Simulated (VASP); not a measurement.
Wanted: the native input for a VASP 6.6.1 run.

| Quantity | Value |
| --- | --- |
| Task | single point |
| Functional | r2SCAN |
| Potentials or basis | VASP PAW PBE potentials, release 64 (W_sv, C) |
| Cutoff | 520 eV |
| k mesh | 12 × 12 × 12 |
| Occupations | fermi-dirac, width 0.05 eV |
| Spin | no spin polarisation |
| Dipole correction | no |
| Further INCAR settings | ALGO = Normal; EDIFF = 1e-06; NBANDS = 16 |

WC:

```
W C
1.0
     0.00000    2.19268    2.19268
     2.19268    0.00000    2.19268
     2.19268    2.19268    0.00000
W C
1 1
Direct
  0.00000 0.00000 0.00000
  0.50000 0.50000 0.50000
```

These files were run (other wordings do the same):

POSCAR

```
WC
1.0
    0.0000000000      2.1926840000      2.1926840000
    2.1926840000      0.0000000000      2.1926840000
    2.1926840000      2.1926840000      0.0000000000
W C
1 1
Direct
    0.0000000000      0.0000000000      0.0000000000
    0.5000000000      0.5000000000      0.5000000000
```

INCAR.step1

```
  PREC = Accurate
  ENCUT = 520
  ISMEAR = -1
  SIGMA = 0.05
  LREAL = False
  LASPH = True
  NELM = 100
  NBANDS = 16
  GGA = PE
  ALGO = Normal
  EDIFF = 1E-4
  LWAVE = True
  LCHARG = False
```

INCAR.step2

```
  PREC = Accurate
  ENCUT = 520
  EDIFF = 1E-6
  ISMEAR = -1
  SIGMA = 0.05
  LREAL = False
  LASPH = True
  NELM = 100
  ALGO = Normal
  ISIF = 2
  LWAVE = False
  LCHARG = True
  METAGGA = R2SCAN
  LMIXTAU = True
  LELF = True
  LVHAR = True
  NBANDS = 16
  ISTART = 1
```

KPOINTS

```
regular mesh
0
Gamma
  12 12 12
```

Potentials or basis: VASP PAW PBE potentials, release 64 (W_sv, C).

Launch:

```sh
$ cat potpaw_PBE.64/W_sv/POTCAR potpaw_PBE.64/C/POTCAR > POTCAR
$ cp INCAR.step1 INCAR
$ mpirun -np 1 vasp_std > vasp.out
$ cp INCAR.step2 INCAR
$ mpirun -np 1 vasp_std > vasp.out
```

Results of the run:

The pressure is -3.8 GPa and the band gap on the k mesh is zero (band 9 reaches 13.49 eV, above the bottom of band 10 at 10.18 eV).

Caveat: the PAW data sets were made with another functional, which shifts forces and pressure a little; spin-orbit coupling is left out, which moves the levels of the heavy elements.

Run time: 73 s on 1 thread of AMD EPYC 9R45 96-Core Processor (Zen 5), on a shared host, peak memory 0.13 GiB.
